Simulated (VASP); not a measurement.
# SnO2 (P4_2/mnm) in VASP: notebook

The runs below take SnO2 through single point, relaxation of cell and atoms, with PBEsol.

All numbers are computed with VASP 6.6.1; they aren't measurements. Logs are shortened: lines on timing, memory, paths and dates and some standing lists are left out, and cuts for length are marked.

### 1 The cell of the first run

Symmetry: P4_2/mnm, No. 136, tetragonal system. Conventional cell: a = 4.769 Å, b = 4.769 Å, c = 3.211 Å, α = 90.00°, β = 90.00°, γ = 90.00°. Sn (site symmetry mmm) has 6 O at 2.07 Å within 2.7 Å. Within 2.7 Å of O (site symmetry m2m) lie 3 Sn at 2.07 Å and 1 O at 2.61 Å.

### 2 Single point, PBEsol

INCAR reads:

```
SYSTEM = SnO2
ALGO     = Normal         ! electronic algorithm
EDIFF    = 1E-6           ! SCF threshold, eV
ENCUT    = 600            ! plane-wave cutoff, eV
GGA      = PS             ! functional
GGA_COMPAT= .FALSE.      
ISIF     = 2              ! what is computed and relaxed
ISMEAR   = 0              ! smearing method
LASPH    = .TRUE.         ! aspherical terms in the spheres
LCHARG   = .FALSE.        ! write CHGCAR
LREAL    = .FALSE.        ! projectors in reciprocal space
LWAVE    = .FALSE.        ! write WAVECAR
NBANDS   = 35             ! bands
NELM     = 120            ! most SCF steps
PREC     = Accurate       ! precision mode
SIGMA    = 0.02           ! smearing width, eV
```

KPOINTS reads:

```
k-points
0
G
  6 6 8
  0 0 0
```

POSCAR reads:

```
SnO2
1.0
    4.7685042813      0.0000000000      0.0000000000
    0.0000000000      4.7685042813      0.0000000000
    0.0000000000      0.0000000000      3.2113921375
Sn O
2 4
Direct
    0.0000000000      0.0000000000      0.0000000000
    0.5000000000      0.5000000000      0.5000000000
    0.3062953821      0.3062953821      0.0000000000
    0.6937046179      0.6937046179      0.0000000000
    0.1937046179      0.8062953821      0.5000000000
    0.8062953821      0.1937046179      0.5000000000
```

Potentials or basis: VASP PAW PBE potentials, release 64 (Sn_d, O).

Started as:

```sh
$ cat potpaw_PBE.64/Sn_d/POTCAR potpaw_PBE.64/O/POTCAR > POTCAR
$ mpirun -np 1 vasp_std > vasp.out
```

OUTCAR:

```text
SYSTEM = SnO2
   EDIFF = 1E-6
   ENCUT = 600
   GGA = PS
   ISIF = 2
   ISMEAR = 0
   LASPH = .TRUE.
   LREAL = .FALSE.
   NELM = 120
   PREC = Accurate

 ion  position               nearest neighbor table
   1  0.000  0.000  0.000-   3 2.07   4 2.07   5 2.07   6 2.07   5 2.07   6 2.07   2 3.73   2 3.73
                             2 3.73   2 3.73   2 3.73   2 3.73   2 3.73   2 3.73
   2  0.500  0.500  0.500-   5 2.07   6 2.07   3 2.07   4 2.07   3 2.07   4 2.07   1 3.73   1 3.73
                             1 3.73   1 3.73   1 3.73   1 3.73   1 3.73   1 3.73
   3  0.306  0.306  0.000-   1 2.07   2 2.07   2 2.07
   4  0.694  0.694  0.000-   1 2.07   2 2.07   2 2.07
   5  0.194  0.806  0.500-   2 2.07   1 2.07   1 2.07
   6  0.806  0.194  0.500-   2 2.07   1 2.07   1 2.07

  LATTYP: Found a simple tetragonal cell.
 ALAT       =     4.7685042813
 C/A-ratio  =     0.6734590027

  Lattice vectors:

 A1 = (   4.7685042813,   0.0000000000,   0.0000000000)
 A2 = (   0.0000000000,   4.7685042813,   0.0000000000)
 A3 = (   0.0000000000,   0.0000000000,   3.2113921375)

Analysis of symmetry for initial positions (statically):
=====================================================================
 Subroutine PRICEL returns:
 Original cell was already a primitive cell.

 Routine SETGRP: Setting up the symmetry group for a
 simple tetragonal supercell.

 Subroutine GETGRP returns: Found 16 space group operations
 (whereof  8 operations were pure point group operations)
 out of a pool of 16 trial point group operations.

The static configuration has the point symmetry D_2h.
 The point group associated with its full space group is D_4h.

Analysis of symmetry for dynamics (positions and initial velocities):
=====================================================================
 Subroutine PRICEL returns:
 Original cell was already a primitive cell.

 Routine SETGRP: Setting up the symmetry group for a
 simple tetragonal supercell.

 Subroutine GETGRP returns: Found 16 space group operations
 (whereof  8 operations were pure point group operations)
 out of a pool of 16 trial point group operations.

The dynamic configuration has the point symmetry D_2h.
 The point group associated with its full space group is D_4h.

 Subroutine INISYM returns: Found 16 space group operations
 (whereof  8 operations are pure point group operations),
 and found     1 'primitive' translations

----------------------------------------------------------------------------------------

                                     Primitive cell

  volume of cell :      73.0227

  direct lattice vectors                    reciprocal lattice vectors
     4.768504281  0.000000000  0.000000000     0.209709364  0.000000000  0.000000000
     0.000000000  4.768504281  0.000000000     0.000000000  0.209709364  0.000000000
     0.000000000  0.000000000  3.211392137     0.000000000  0.000000000  0.311391433

  length of vectors
     4.768504281  4.768504281  3.211392137     0.209709364  0.209709364  0.311391433

  position of ions in fractional coordinates (direct lattice)
     0.000000000  0.000000000  0.000000000
     0.500000000  0.500000000  0.500000000
     0.306295382  0.306295382  0.000000000
     0.693704618  0.693704618  0.000000000
     0.193704618  0.806295382  0.500000000
     0.806295382  0.193704618  0.500000000

  ion indices of the primitive-cell ions
   primitive index   ion index
                 1           1
                 2           2
                 3           3
                 4           4
                 5           5
                 6           6

----------------------------------------------------------------------------------------

 KPOINTS: k-points

Automatic generation of k-mesh.
 Grid dimensions read from file:
 generate k-points for:    6    6    8

 Generating k-lattice:

  Cartesian coordinates                     Fractional coordinates (reciprocal lattice)
     0.034951561  0.000000000  0.000000000     0.166666667  0.000000000  0.000000000
     0.000000000  0.034951561  0.000000000     0.000000000  0.166666667  0.000000000
     0.000000000  0.000000000  0.038923929     0.000000000  0.000000000  0.125000000

  Length of vectors
     0.034951561  0.034951561  0.038923929

  Shift w.r.t. Gamma in fractional coordinates (k-lattice)
     0.000000000  0.000000000  0.000000000

 Subroutine IBZKPT returns following result:
 ===========================================

 Found     50 irreducible k-points:

 Following reciprocal coordinates:
            Coordinates               Weight
  0.000000  0.000000  0.000000      1.000000
  0.166667  0.000000  0.000000      4.000000
  0.333333  0.000000  0.000000      4.000000
  0.500000  0.000000  0.000000      2.000000
  0.166667  0.166667  0.000000      4.000000
  0.333333  0.166667  0.000000      8.000000
[... 16 lines left out ...]
  0.333333  0.000000  0.250000      8.000000
  0.500000  0.000000  0.250000      4.000000
 [... further k-points ...]
   k-points           NKPTS =     50   k-points in BZ     NKDIM =     50   number of bands    NBANDS=     35
   number of dos      NEDOS =    301   number of ions     NIONS =      6
   total plane-waves  NPLWV =  44800
   dimension x,y,z NGX =    40 NGY =   40 NGZ =   28
   dimension x,y,z NGXF=    80 NGYF=   80 NGZF=   56
   ions per type =               2   4
   NGX,Y,Z   is equivalent  to a cutoff of  13.95, 13.95, 14.49 a.u.
   NGXF,Y,Z  is equivalent  to a cutoff of  27.89, 27.89, 28.99 a.u.
 SYSTEM =  SnO2
   PREC   = accura    normal or accurate (medium, high low for compatibility)
   ISTART =      0    job   : 0-new  1-cont  2-samecut
   ICHARG =      2    charge: 1-file 2-atom 10-const
   ISPIN  =      1    spin polarized calculation?
   LNONCOLLINEAR =      F non collinear calculations
   LSORBIT =      F    spin-orbit coupling
   LASPH  =      T    aspherical Exc in radial PAW
   ENCUT  =  600.0 eV  44.10 Ry    6.64 a.u.   9.52  9.52  6.41*2*pi/ulx,y,z
   NELM   =    120;   NELMIN=  2; NELMDL= -5     # of ELM steps
   EDIFF  = 0.1E-05   stopping-criterion for ELM
   LREAL  =      F    real-space projection
   EDIFFG = 0.1E-04   stopping-criterion for IOM
   NSW    =      0    number of steps for IOM
   IBRION =     -1    ionic relax: 0-MD 1-quasi-New 2-CG
   NFREE  =      0    steps in history (QN), initial steepest desc. (CG)
   ISIF   =      2    stress and relaxation
   ISYM   =      2    0-nonsym 1-usesym 2-fastsym
   POTIM  = 0.5000    time-step for ionic-motion
   TEBEG  =    0.0;   TEEND  =   0.0 temperature during run
   PSTRESS=    0.0 pullay stress
   NELECT =      52.0000    total number of electrons
   NUPDOWN=      -1.0000    fix difference up-down
   EMIN   =  10.00;   EMAX   =-10.00  energy-range for DOS
   EFERMI =   0.00;   METHOD = LEGACY
   ISMEAR =     0;   SIGMA  =   0.02  broadening in eV -4-tet -1-fermi 0-gaus
   EFERMI_NEDOS =   21; number of points for ismear=-14 and -15
   IALGO  =     38    algorithm
   IMIX   =      4    mixing-type and parameters
     AMIX     =   0.40;   BMIX     =  1.00
     AMIX_MAG =   1.60;   BMIX_MAG =  1.00
  volume/ion in A,a.u.               =      12.17        82.13
  Fermi-wavevector in a.u.,A,eV,Ry     =   1.461919  2.762627 29.078478  2.137208
  Thomas-Fermi vector in A             =   2.578194
   LORBIT       =      0    0 simple, 1 ext, 2 COOP (PROOUT), +10 PAW based schemes
   GGA     = PS    functional components
   LHFCALC =     F    Hartree Fock is set to
   AEXX    =    0.0000 exact exchange contribution
   IVDW    =     0    specifies the selected vdW correction
   LEPSILON=     F    determine dielectric tensor
   LRPA    =     F    only Hartree local field effects (RPA)
 non-spin polarized calculation
 Gauss-broadening in eV      SIGMA  =   0.02
  energy-cutoff  :      600.00
  volume of cell :       73.02
 maximum number of plane-waves:      2461
 NGX is ok and might be reduce to    40
   NGX = 19   NGY = 19   NGZ = 13

 number of electron      52.0000006 magnetization

 Free energy of the ion-electron system (eV)
  ---------------------------------------------------
  ext. energy  EPLUGINS =         0.00000000
  ---------------------------------------------------
  free energy    TOTEN  =       -39.67867429 eV

  energy without entropy =      -39.67867429  energy(sigma->0) =      -39.67867429

 E-fermi :   5.9228     XC(G=0): -11.4276

 val. band max:        5.7792888836   @ k =   0.0000   0.0000   0.0000
 cond. band min:       6.6992759429   @ k =   0.0000   0.0000   0.0000
 fundamental gap:      0.9199870593
 Fermi energy:         5.9228410204

 k-point     1 :       0.0000    0.0000    0.0000
  band No.  band energies     occupation
      1     -15.2238      2.00000
      2     -14.4737      2.00000
      3     -14.2287      2.00000
      4     -14.2035      2.00000
      5     -14.2035      2.00000
      6     -14.1342      2.00000
[... 27 lines left out ...]
     34      17.5491      0.00000
     35      18.0910      0.00000

 k-point     2 :       0.1667    0.0000    0.0000
  band No.  band energies     occupation
      1     -15.1824      2.00000
      2     -14.5205      2.00000
      3     -14.2285      2.00000
      4     -14.2017      2.00000
      5     -14.2016      2.00000
      6     -14.1689      2.00000
[... 27 lines left out ...]
     34      17.5681      0.00000
     35      18.0611      0.00000

 k-point     3 :       0.3333    0.0000    0.0000
  band No.  band energies     occupation
      1     -15.0625      2.00000
      2     -14.6733      2.00000
      3     -14.2275      2.00000
      4     -14.2105      2.00000
      5     -14.1980      2.00000
      6     -14.1978      2.00000
[... 27 lines left out ...]
     34      17.7369      0.00000
     35      18.0163      0.00000
[... 723 lines left out ...]
 k-point    23 :       0.3333    0.0000    0.2500
  band No.  band energies     occupation
      1     -14.9534      2.00000
      2     -14.8127      2.00000
      3     -14.4903      2.00000
      4     -14.2770      2.00000
      5     -14.1224      2.00000
      6     -14.1163      2.00000
[... 27 lines left out ...]
     34      17.6930      0.00000
     35      17.9660      0.00000

 k-point    24 :       0.5000    0.0000    0.2500
  band No.  band energies     occupation
      1     -14.9036      2.00000
      2     -14.9036      2.00000
      3     -14.3703      2.00000
      4     -14.3703      2.00000
      5     -14.1175      2.00000
      6     -14.1175      2.00000
[... 27 lines left out ...]
     34      17.9020      0.00000
     35      18.0600      0.00000

 [... further k-points ...]
[... 5 lines left out ...]
  --------------------------------------------------------------------------------------
  -------------------------------------------------------------------------------------
  Total        0.2214179      0.2214179      0.3752482     -0.0000000      0.0000000      0.0000000
  in kB        4.8580907      4.8580907      8.2332539     -0.0000000      0.0000000      0.0000000
  external PRESSURE =       5.9831451 kB  Pullay stress =       0.0000000 kB

 VOLUME and BASIS-vectors are now :
 -----------------------------------------------------------------------------
  energy-cutoff  :      600.00
  volume of cell :       73.02
      direct lattice vectors                 reciprocal lattice vectors
     4.768504281  0.000000000  0.000000000     0.209709364  0.000000000  0.000000000
     0.000000000  4.768504281  0.000000000     0.000000000  0.209709364  0.000000000
     0.000000000  0.000000000  3.211392137     0.000000000  0.000000000  0.311391433

 POSITION                                       TOTAL-FORCE (eV/Angst)
 -----------------------------------------------------------------------------------
      0.00000      0.00000      0.00000        -0.000000      0.000000      0.000000
      2.38425      2.38425      1.60570        -0.000000      0.000000      0.000000
      1.46057      1.46057      0.00000        -0.013710     -0.013710      0.000000
      3.30793      3.30793      0.00000         0.013710      0.013710     -0.000000
      0.92368      3.84482      1.60570         0.013710     -0.013710      0.000000
      3.84482      0.92368      1.60570        -0.013710      0.013710     -0.000000
 -----------------------------------------------------------------------------------
    total drift:                                0.000000     -0.000000     -0.000000

  FREE ENERGIE OF THE ION-ELECTRON SYSTEM (eV)
  ---------------------------------------------------
  free  energy   TOTEN  =       -39.6786742855 eV

  energy  without entropy=      -39.6786742855  energy(sigma->0) =      -39.67867429
```

Run time: 2.9 min. Hardware: 1 thread of Oxide Virtual Turin-like, shared host; peak memory 0.24 GiB.

What came out:

| Property | Result |
| --- | --- |
| Free energy | -39.6787 eV |
| Pressure | 0.6 GPa |
| Largest force | 0.019 eV/Å |
| Band gap on the k mesh | 0.92 eV |

Forces on the atoms (eV/Å):
```
Sn   0.000  0.000  0.000
Sn   0.000  0.000  0.000
O   -0.014 -0.014  0.000
O    0.014  0.014  0.000
O    0.014 -0.014  0.000
O   -0.014  0.014  0.000
```

Caveat: the PAW data sets were made with another functional, which shifts forces and pressure a little; spin-orbit coupling is left out, which moves the levels of the heavy elements.

[end of part 1 of 2]
